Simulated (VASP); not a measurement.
Here is a VASP 6.6.1 calculation.

Contents of INCAR:

```
  PREC = Accurate
  ENCUT = 520
  EDIFF = 1E-8
  ISMEAR = -1
  SIGMA = 0.02
  LREAL = F
  LASPH = T
  NELM = 80
  ALGO = Normal
  ISIF = 2
  LWAVE = F
  LCHARG = F
  GGA = PS
  LEFG = T
  NBANDS = 16
```

Contents of KPOINTS:

```
Automatic mesh
0
Gamma
  8 8 6
```

File POSCAR:

```
Se
1.0
    4.3551696776     -0.0435516968     -0.0435516968
   -2.2153017146      3.7934634270     -0.0159410274
   -0.0494945000     -0.0494945000      4.9494500000
Se
3
Direct
    0.2170000000      0.0000000000      0.1666666667
    0.0000000000      0.2170000000      0.8333333333
    0.7830000000      0.7830000000      0.5000000000
```

Potentials or basis: VASP PAW PBE potentials, release 64 (Se).

Run with:

```sh
$ cat potpaw_PBE.64/Se/POTCAR > POTCAR
$ mpirun -np 1 vasp_std > vasp.out
```

**Question.** Estimate the largest force.

**Answer.** 1.193 eV/Å.

**Question.** What does it give for the band gap on the k mesh?

**Answer.** 1.01 eV (least direct gap 1.10 eV).

**Question.** Predict the pressure.

**Answer.** 3.2 GPa.

Electric field gradients, principal values (V/Å²):
```
atom    least   middle  greatest (by size)
1 Se  153.046  337.035            -490.082
2 Se  139.791  328.203            -467.994
3 Se  147.513  333.794            -481.306
```

Caveat: the cell differs from its parent crystal (equal xy, yz and zx shear strains of -2 %); the cell stands under pressure; without QUAD_EFG the Cq values of the log hold for a quadrupole moment of 1 mb, not for the nuclei; the PAW data sets were made with another functional, which shifts forces and pressure a little. A k mesh can miss the band edges.
